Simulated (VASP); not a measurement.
# Ni (Fm-3m) in VASP: a series of runs

The runs below take Ni through single point, with r2SCAN.

Program: VASP 6.6.1. These are calculated values, not measurements. Logs are shortened: lines on timing, memory, paths and dates and some standing lists are left out, and cuts for length are marked.

## 1. The cell of the first run

It takes space group Fm-3m (No. 225, cubic). Conventional cell: a = 3.537 Å, b = 3.537 Å, c = 3.537 Å, α = 90.00°, β = 90.00°, γ = 90.00°. Ni (site symmetry m-3m) has 12 Ni at 2.50 Å within 3.3 Å.

## 2. Single point, r2SCAN, collinear spin, antiferromagnetic start

Input file POSCAR:

```
Ni
1.0
    0.0000000000      1.7683500000      1.7683500000
    1.7683500000      0.0000000000      1.7683500000
    3.5367000000      3.5367000000      0.0000000000
Ni
2
Direct
    0.0000000000      0.0000000000      0.0000000000
    0.0000000000      0.0000000000      0.5000000000
```

Input file INCAR.step1:

```
SYSTEM = Ni
ALGO     = Normal         ! electronic algorithm
EDIFF    = 1E-4           ! SCF threshold, eV
ENCUT    = 520            ! plane-wave cutoff, eV
GGA      = PE             ! functional
ISMEAR   = 0              ! smearing method
ISPIN    = 2              ! spin polarisation
LASPH    = .True.         ! aspherical terms in the spheres
LCHARG   = .False.        ! write CHGCAR
LMAXMIX  = 4              ! l up to which the mixer works
LREAL    = .False.        ! projectors in reciprocal space
LWAVE    = .True.         ! write WAVECAR
MAGMOM   = 2 -2           ! initial moments
NBANDS   = 21             ! bands
NELM     = 150            ! most SCF steps
PREC     = Accurate       ! precision mode
SIGMA    = 0.1            ! smearing width, eV
```

Input file INCAR.step2:

```
SYSTEM = Ni
ALGO     = Normal         ! electronic algorithm
EDIFF    = 1E-6           ! SCF threshold, eV
ENCUT    = 520            ! plane-wave cutoff, eV
ISIF     = 2              ! what is computed and relaxed
ISMEAR   = 0              ! smearing method
ISPIN    = 2              ! spin polarisation
ISTART   = 1            
LASPH    = .True.         ! aspherical terms in the spheres
LCHARG   = .True.         ! write CHGCAR
LELF     = .True.         ! ELF
LMAXMIX  = 4              ! l up to which the mixer works
LMIXTAU  = .True.       
LORBIT   = 11             ! projections on sites
LREAL    = .False.        ! projectors in reciprocal space
LVHAR    = .True.       
LWAVE    = .False.        ! write WAVECAR
MAGMOM   = 2 -2           ! initial moments
METAGGA  = R2SCAN         ! meta-GGA
NBANDS   = 21             ! bands
NELM     = 150            ! most SCF steps
PREC     = Accurate       ! precision mode
SIGMA    = 0.1            ! smearing width, eV
```

Input file KPOINTS:

```
k-points
0
Gamma
  14 14 7
  0 0 0
```

Potentials or basis: VASP PAW PBE potentials, release 64 (Ni).

Run with:

```
$ cat potpaw_PBE.64/Ni/POTCAR > POTCAR
$ cp INCAR.step1 INCAR
$ mpirun -np 1 vasp_std > vasp.out
$ cp INCAR.step2 INCAR
$ mpirun -np 1 vasp_std > vasp.out
```

OUTCAR:

```text
SYSTEM = Ni
   EDIFF = 1E-6
   ENCUT = 520
   ISIF = 2
   ISMEAR = 0
   ISPIN = 2
   ISTART = 1
   LASPH = .True.
   LORBIT = 11
   LREAL = .False.
   METAGGA = R2SCAN
   NELM = 150
   PREC = Accurate

 ion  position               nearest neighbor table
   1  0.000  0.000  0.000-   2 2.50   2 2.50   2 2.50   2 2.50   2 2.50   2 2.50
   2  0.000  0.000  0.500-   1 2.50   1 2.50   1 2.50   1 2.50   1 2.50   1 2.50

  LATTYP: Found a trigonal (rhomboedric) cell.
 ALAT       =     4.3315551867
 COS(alpha) =     0.8333333333

  Lattice vectors:

 A1 = (   3.5367000000,   1.7683500000,  -1.7683500000)
 A2 = (   1.7683500000,   1.7683500000,  -3.5367000000)
 A3 = (   1.7683500000,   3.5367000000,  -1.7683500000)

Analysis of symmetry for initial positions (statically):
=====================================================================
 Subroutine PRICEL returns following result:

  LATTYP: Found a face centered cubic cell.
 ALAT       =     3.5367000000

  Lattice vectors:

 A1 = (   0.0000000000,   1.7683500000,   1.7683500000)
 A2 = (   1.7683500000,   0.0000000000,   1.7683500000)
 A3 = (   1.7683500000,   1.7683500000,   0.0000000000)

   2 primitive cells build up your supercell.

 Routine SETGRP: Setting up the symmetry group for a
 trigonal (rhombohedral) supercell.

 Subroutine GETGRP returns: Found 12 space group operations
 (whereof 12 operations were pure point group operations)
 out of a pool of 12 trial point group operations.

The static configuration has the point symmetry D_3d.

Analysis of symmetry for dynamics (positions and initial velocities):
=====================================================================
 Subroutine PRICEL returns following result:

  LATTYP: Found a face centered cubic cell.
 ALAT       =     3.5367000000

  Lattice vectors:

 A1 = (   0.0000000000,   1.7683500000,   1.7683500000)
 A2 = (   1.7683500000,   0.0000000000,   1.7683500000)
 A3 = (   1.7683500000,   1.7683500000,   0.0000000000)

   2 primitive cells build up your supercell.

 Routine SETGRP: Setting up the symmetry group for a
 trigonal (rhombohedral) supercell.

 Subroutine GETGRP returns: Found 12 space group operations
 (whereof 12 operations were pure point group operations)
 out of a pool of 12 trial point group operations.

The dynamic configuration has the point symmetry D_3d.

Analysis of structural, dynamic, and magnetic symmetry:
=====================================================================
 Subroutine PRICEL returns following result:

  LATTYP: Found a face centered cubic cell.
 ALAT       =     3.5367000000

  Lattice vectors:

 A1 = (   0.0000000000,   1.7683500000,   1.7683500000)
 A2 = (   1.7683500000,   0.0000000000,   1.7683500000)
 A3 = (   1.7683500000,   1.7683500000,   0.0000000000)

   2 primitive cells build up your supercell.

 Routine SETGRP: Setting up the symmetry group for a
 trigonal (rhombohedral) supercell.

 Subroutine GETGRP returns: Found 12 space group operations
 (whereof 12 operations were pure point group operations)
 out of a pool of 12 trial point group operations.

The overall configuration has the point symmetry D_3d.

 Subroutine INISYM returns: Found 12 space group operations
 (whereof 12 operations are pure point group operations),
 and found     2 'primitive' translations

----------------------------------------------------------------------------------------

                                     Primitive cell

  volume of cell :      11.0595

  direct lattice vectors                    reciprocal lattice vectors
     0.000000000  1.768350000  1.768350000    -0.282749456  0.282749456  0.282749456
     1.768350000  0.000000000  1.768350000     0.282749456 -0.282749456  0.282749456
     1.768350000  1.768350000  0.000000000     0.282749456  0.282749456 -0.282749456

  length of vectors
     2.500824553  2.500824553  2.500824553     0.489736423  0.489736423  0.489736423

  position of ions in fractional coordinates (direct lattice)
     0.000000000  0.000000000  0.000000000

  ion indices of the primitive-cell ions
   primitive index   ion index
                 1           1

----------------------------------------------------------------------------------------

 KPOINTS: k-points

Automatic generation of k-mesh.
 Grid dimensions read from file:
 generate k-points for:   14   14    7

 Generating k-lattice:

  Cartesian coordinates                     Fractional coordinates (reciprocal lattice)
    -0.020196390  0.020196390  0.020196390     0.071428571  0.000000000  0.000000000
     0.020196390 -0.020196390  0.020196390     0.000000000  0.071428571  0.000000000
     0.020196390  0.020196390 -0.020196390     0.000000000  0.000000000  0.142857143

  Length of vectors
     0.034981173  0.034981173  0.034981173

  Shift w.r.t. Gamma in fractional coordinates (k-lattice)
     0.000000000  0.000000000  0.000000000

 -----------------------------------------------------------------------------
|                                                                             |
|           W    W    AA    RRRRR   N    N  II  N    N   GGGG   !!!           |
|           W    W   A  A   R    R  NN   N  II  NN   N  G    G  !!!           |
|           W    W  A    A  R    R  N N  N  II  N N  N  G       !!!           |
|           W WW W  AAAAAA  RRRRR   N  N N  II  N  N N  G  GGG   !            |
|           WW  WW  A    A  R   R   N   NN  II  N   NN  G    G                |
|           W    W  A    A  R    R  N    N  II  N    N   GGGG   !!!           |
|                                                                             |
|     Your reciprocal lattice and k-lattice belong to different lattice       |
|     classes:                                                                |
|                                                                             |
|        The reciprocal lattice is rhombohedral (trigonal),                   |
|        whereas your k-lattice is body-centered cubic.                       |
|                                                                             |
|     Results are often still useful ...                                      |
|                                                                             |
 -----------------------------------------------------------------------------

 Subroutine IBZKPT returns following result:
 ===========================================

 Found    144 irreducible k-points:

 Following reciprocal coordinates:
            Coordinates               Weight
  0.000000  0.000000  0.000000      1.000000
  0.071429  0.000000  0.000000      6.000000
  0.142857  0.000000  0.000000      6.000000
  0.214286  0.000000  0.000000      6.000000
  0.285714  0.000000  0.000000      6.000000
  0.357143  0.000000  0.000000      6.000000
[... 16 lines left out ...]
  0.214286  0.142857  0.000000     12.000000
  0.285714  0.142857  0.000000     12.000000
 [... further k-points ...]
   k-points           NKPTS =    144   k-points in BZ     NKDIM =    144   number of bands    NBANDS=     21
   number of dos      NEDOS =    301   number of ions     NIONS =      2
   total plane-waves  NPLWV =  16000
   dimension x,y,z NGX =    20 NGY =   20 NGZ =   40
   dimension x,y,z NGXF=    40 NGYF=   40 NGZF=   80
   ions per type =               2
   NGX,Y,Z   is equivalent  to a cutoff of  13.30, 13.30, 13.30 a.u.
   NGXF,Y,Z  is equivalent  to a cutoff of  26.59, 26.59, 26.59 a.u.
 SYSTEM =  Ni
   PREC   = accura    normal or accurate (medium, high low for compatibility)
   ISTART =      1    job   : 0-new  1-cont  2-samecut
   ICHARG =      0    charge: 1-file 2-atom 10-const
   ISPIN  =      2    spin polarized calculation?
   LNONCOLLINEAR =      F non collinear calculations
   LSORBIT =      F    spin-orbit coupling
   LASPH  =      T    aspherical Exc in radial PAW
   ENCUT  =  520.0 eV  38.22 Ry    6.18 a.u.   4.65  4.65  9.30*2*pi/ulx,y,z
   NELM   =    150;   NELMIN=  2; NELMDL=  0     # of ELM steps
   EDIFF  = 0.1E-05   stopping-criterion for ELM
   LREAL  =      F    real-space projection
[... 7 lines left out ...]
   TEBEG  =    0.0;   TEEND  =   0.0 temperature during run
   PSTRESS=    0.0 pullay stress
   NELECT =      20.0000    total number of electrons
   NUPDOWN=      -1.0000    fix difference up-down
   EMIN   =  10.00;   EMAX   =-10.00  energy-range for DOS
   EFERMI =   0.00;   METHOD = LEGACY
   ISMEAR =     0;   SIGMA  =   0.10  broadening in eV -4-tet -1-fermi 0-gaus
   EFERMI_NEDOS =   21; number of points for ismear=-14 and -15
   IALGO  =     38    algorithm
   IMIX   =      4    mixing-type and parameters
     AMIX     =   0.40;   BMIX     =  1.00
     AMIX_MAG =   1.60;   BMIX_MAG =  1.00
  volume/ion in A,a.u.               =      11.06        74.63
  Fermi-wavevector in a.u.,A,eV,Ry     =   1.583057  2.991544 34.097153  2.506070
  Thomas-Fermi vector in A             =   2.682886
   LORBIT       =     11    0 simple, 1 ext, 2 COOP (PROOUT), +10 PAW based schemes
   METAGGA = R2SCAN    functional components
   LHFCALC =     F    Hartree Fock is set to
   AEXX    =    0.0000 exact exchange contribution
   IVDW    =     0    specifies the selected vdW correction
   LEPSILON=     F    determine dielectric tensor
   LRPA    =     F    only Hartree local field effects (RPA)
 spin polarized calculation
 Gauss-broadening in eV      SIGMA  =   0.10
  energy-cutoff  :      520.00
  volume of cell :       22.12
 maximum number of plane-waves:       609
   NGX =  9   NGY =  9   NGZ = 19

 number of electron      20.0000019 magnetization       0.0000000

 number of electron      20.0000019 magnetization      -0.0000000

 Free energy of the ion-electron system (eV)
  ---------------------------------------------------
  ext. energy  EPLUGINS =         0.00000000
  ---------------------------------------------------
  free energy    TOTEN  =       -23.68891906 eV

  energy without entropy =      -23.67799769  energy(sigma->0) =      -23.68345837

 E-fermi :   8.8565     XC(G=0): -14.2576

 val. band max:        8.8503196438   @ k =   0.4286   0.4286   0.0000
 cond. band min:       8.8664660852   @ k =  -0.2857  -0.3571   0.1429
 fundamental gap:      0.0161464414
 Fermi energy:         8.8565314096

 spin component 1

 k-point     1 :       0.0000    0.0000    0.0000
  band No.  band energies     occupation
      1      -0.3094      1.00000
      2       4.2158      1.00000
      3       6.4525      1.00000
      4       6.4526      1.00000
      5       7.0142      1.00000
      6       7.0729      1.00000
[... 550 lines left out ...]
      5       6.5941      1.00000
      6       7.0437      1.00000
[... 13 lines left out ...]
     20      36.4804      0.00000
     21      39.3909      0.00000

 [... further k-points ...]

 spin component 2

 k-point     1 :       0.0000    0.0000    0.0000
  band No.  band energies     occupation
      1      -0.3094      1.00000
      2       4.2158      1.00000
      3       6.4525      1.00000
      4       6.4526      1.00000
      5       7.0142      1.00000
      6       7.0729      1.00000
[... 550 lines left out ...]
      5       6.5941      1.00000
      6       7.0437      1.00000
[... 13 lines left out ...]
     20      36.4804      0.00000
     21      39.3909      0.00000

 [... further k-points ...]
[... 5 lines left out ...]
  --------------------------------------------------------------------------------------
  -------------------------------------------------------------------------------------
  Total       -1.3056196     -1.3056196     -1.3056196      0.1963109     -0.1963109     -0.1963109
  in kB      -94.5720010    -94.5720010    -94.5720010     14.2196993    -14.2196993    -14.2196993
  external PRESSURE =     -94.5720010 kB  Pullay stress =       0.0000000 kB

 VOLUME and BASIS-vectors are now :
 -----------------------------------------------------------------------------
  energy-cutoff  :      520.00
  volume of cell :       22.12
      direct lattice vectors                 reciprocal lattice vectors
     0.000000000  1.768350000  1.768350000    -0.282749456  0.282749456  0.282749456
     1.768350000  0.000000000  1.768350000     0.282749456 -0.282749456  0.282749456
     3.536700000  3.536700000  0.000000000     0.141374728  0.141374728 -0.141374728

 POSITION                                       TOTAL-FORCE (eV/Angst)
 -----------------------------------------------------------------------------------
      0.00000      0.00000      0.00000         0.000000      0.000000     -0.000000
      1.76835      1.76835      0.00000         0.000000      0.000000      0.000000
 -----------------------------------------------------------------------------------
    total drift:                               -0.000000     -0.000000      0.000000

  FREE ENERGIE OF THE ION-ELECTRON SYSTEM (eV)
  ---------------------------------------------------
  free  energy   TOTEN  =       -23.6889190555 eV

  energy  without entropy=      -23.6779976889  energy(sigma->0) =      -23.68345837

 total charge

# of ion       s       p       d       tot
------------------------------------------
    1        0.504   0.498   8.318   9.319
    2        0.504   0.498   8.318   9.319
--------------------------------------------------
tot          1.007   0.995  16.636  18.639

 magnetization (x)

# of ion       s       p       d       tot
------------------------------------------
    1       -0.003  -0.002   0.570   0.565
    2        0.003   0.002  -0.570  -0.565
--------------------------------------------------
tot          0.000   0.000   0.000   0.000
```

It took 24 min on 1 thread of Intel Xeon 8259CL, shared host; peak memory 0.23 GiB.

Results:

| Property | Result |
| --- | --- |
| Free energy | -23.6889 eV |
| Pressure | -9.5 GPa |
| Band gap on the k mesh | zero (filled and empty bands overlap) |
| Net moment | 0.00 μB per cell |
| Site moments | Ni +0.56, -0.56 μB |
| Valence electrons inside the program's atomic spheres | Ni 9.32 |

Stress tensor (GPa, compression positive):
```
-9.46  1.42 -1.42
 1.42 -9.46 -1.42
-1.42 -1.42 -9.46
```

Caveat: the cell stands under tension; the antiferromagnetic order is the one typed at the start, and another may lie lower; the PAW data sets were made with another functional, which shifts forces and pressure a little.

(Continued in part 2 of 2.)

The gap in the log of VASP goes by the Fermi energy; the results here count the filled bands.